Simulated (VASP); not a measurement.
Set up this calculation in VASP 6.6.1, as the native input.

```yaml
Task: single point
Functional: r2SCAN
Potentials_or_basis: VASP PAW PBE potentials, release 64 (In_d, Sb)
Cutoff: 520 eV
k_mesh: 14 × 14 × 8
Occupations: gaussian, width 0.1 eV
Spin: no spin polarisation
Dipole_correction: no
Further_INCAR_settings: ALGO = Normal; EDIFF = 1e-06; NBANDS = 16
```

InSb:

```xyz
2
Lattice="3.0767 0.0000 0.0000 0.0000 3.0767 0.0000 0.0000 0.0000 6.2155" Properties=species:S:1:pos:R:3 pbc="T T T"
In    0.0000    0.0000    0.0000
Sb    0.0000    0.0000    3.1077
```

These files were run (other wordings do the same):

POSCAR

```
InSb
1.0
    3.0766560000      0.0000000000      0.0000000000
    0.0000000000      3.0766560000      0.0000000000
    0.0000000000      0.0000000000      6.2154700000
In Sb
1 1
Direct
    0.0000000000      0.0000000000      0.0000000000
    0.0000000000      0.0000000000      0.5000000000
```

INCAR.step1

```
PREC = Accurate
ENCUT = 520
ISMEAR = 0
SIGMA = 0.1
LREAL = False
LASPH = True
NELM = 80
NBANDS = 16
GGA = PE
ALGO = Normal
EDIFF = 1E-4
LWAVE = True
LCHARG = False
```

INCAR.step2

```
PREC = Accurate
ENCUT = 520
EDIFF = 1E-6
ISMEAR = 0
SIGMA = 0.1
LREAL = False
LASPH = True
NELM = 80
ALGO = Normal
ISIF = 2
LWAVE = False
LCHARG = True
METAGGA = R2SCAN
LMIXTAU = True
LELF = True
LVHAR = True
NBANDS = 16
ISTART = 1
```

KPOINTS

```
regular mesh
0
Gamma
  14 14 8
```

Potentials or basis: VASP PAW PBE potentials, release 64 (In_d, Sb).

Command:

```console
$ cat potpaw_PBE.64/In_d/POTCAR potpaw_PBE.64/Sb/POTCAR > POTCAR
$ cp INCAR.step1 INCAR
$ mpirun -np 1 vasp_std > vasp.out
$ cp INCAR.step2 INCAR
$ mpirun -np 1 vasp_std > vasp.out
```

Results of the run:

The pressure is -0.8 GPa and the band gap on the k mesh is zero (bands 9 and 10 overlap by 6.23 eV).

Caveat: the PAW data sets were made with another functional, which shifts forces and pressure a little; spin-orbit coupling is left out, which moves the levels of the heavy elements.

Run time: 8.2 min on 1 thread of Intel Xeon 8259CL (shared host), peak memory 0.31 GiB.
